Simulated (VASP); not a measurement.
# SnO2: single point with PBE

SnO2:

```
CELL_PARAMETERS angstrom
1.61709 0.93363 4.80059
-1.61709 0.93363 4.80059
0.00000 -1.86726 4.80059
ATOMIC_POSITIONS crystal
Sn 0.50000 0.50000 0.50000
O 0.23717 0.23717 0.23717
O 0.76283 0.76283 0.76283
```

```
Program             : VASP 6.6.1
Task                : single point
Functional          : PBE
Potentials or basis : VASP PAW PBE potentials, release 64 (Sn_d, O)
Cutoff              : 520 eV
k mesh              : 5 × 5 × 5
Occupations         : gaussian, width 0.01 eV
Spin                : no spin polarisation
```

* Pressure: 0.0 GPa
* Largest force: 0.084 eV/Å
* Band gap on the k mesh: 1.91 eV, indirect (least direct gap 2.03 eV)

Forces on the atoms (eV/Å):
```
Sn   0.000  0.000  0.000
O    0.000  0.000 -0.084
O    0.000  0.000  0.084
```

Stress tensor (GPa, compression positive):
```
 0.26  0.00  0.00
 0.00  0.26  0.00
 0.00  0.00 -0.59
```

Levels at points of the mesh, in eV from the valence-band top:
| k point | band 10 | band 11 | band 12 | band 13 | band 14 | band 15 | band 16 | band 17 |
| --- | --- | --- | --- | --- | --- | --- | --- | --- |
| (0.00, 0.00, 0.00) | -1.26 | -0.89 | -0.89 | -0.11 | 1.91 | 5.71 | 11.01 | 11.01 |

Wall time 44 s on 1 thread of Intel Xeon 8259CL, on a shared host, peak memory 0.24 GiB.

Caveat: the k points lie up to 0.46 Å⁻¹ apart; spin-orbit coupling is left out, which moves the levels of the heavy elements. As with any semilocal functional, this PBE gap is likely too small.
